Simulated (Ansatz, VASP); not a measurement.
# KI in VASP and in Ansatz

INCAR

```
  PREC = Accurate
  ENCUT = 520
  EDIFF = 1E-6
  ISMEAR = 0
  SIGMA = 0.01
  LREAL = F
  LASPH = T
  NELM = 80
  ALGO = Normal
  ISIF = 2
  LWAVE = F
  LCHARG = F
  GGA = CA
  NBANDS = 15
```

Contents of KPOINTS:

```
Automatic mesh
0
Gamma
  6 6 6
```

Contents of POSCAR:

```
KI
1.0
    0.0000000000      3.5327750000      3.5327750000
    3.5327750000      0.0000000000      3.5327750000
    3.5327750000      3.5327750000      0.0000000000
I K
1 1
Direct
    0.5000000000      0.5000000000      0.5000000000
    0.0000000000      0.0000000000      0.0000000000
```

File input.yaml:

```yaml
crystal:
  lattice:
    - [0.0, 3.532775, 3.532775]
    - [3.532775, 0.0, 3.532775]
    - [3.532775, 3.532775, 0.0]
  atoms:
    - { symbol: I, position: [0.5, 0.5, 0.5] }
    - { symbol: K, position: [0.0, 0.0, 0.0] }
kpoints:
  mp_grid: { grid: [6, 6, 6] }
  band_path:
    path:
      - [0.0, 0.0, 0.0]
      - [0.5, 0.0, 0.5]
      - [0.625, 0.25, 0.625]
      - [0.375, 0.375, 0.75]
      - [0.5, 0.5, 0.5]
      - [0.5, 0.25, 0.75]
    npoints: 1
hamiltonian:
  xc: lda
scf:
  occupations: { method: fixed }
  n_extra_bands: 4
output:
  forces: true
  stress: true
  eigenvalues: true
  write_density: true
  write_potential: true
  elf: true
  volumetric_format: npy
```

Alike in both runs: functional LDA; k mesh 6 × 6 × 6; no spin polarisation.

|  | VASP | Ansatz |
| --- | --- | --- |
| version | VASP 6.6.1 | Ansatz 0.2.0 |
| potentials or method | VASP PAW LDA potentials, release 64 (I, K_sv) | Ansatz PAW |
| plane-wave cutoff (eV) | 520 | 420 |
| occupations | gaussian, width 0.01 eV | fixed |
| valence electrons in the cell | 16 | 26 |
| task | single point | band structure |

|  | VASP | Ansatz | Ansatz less VASP |
| --- | --- | --- | --- |
| gap on the k mesh at the Fermi level (eV) | 3.61 | 3.61 | -0.009 |
| least direct gap on the mesh (eV) | 3.61 | 3.61 | -0.009 |
| pressure (GPa) | -1.3 | -1.3 | -0.02 |

LDA's correlation is that of Perdew and Zunger in VASP and of Perdew and Wang (1992) in Ansatz. VASP's potentials hold 16 valence electrons a cell and Ansatz's 26, so a difference there can come from the potentials and not from the codes.

Spin-orbit coupling is off throughout.
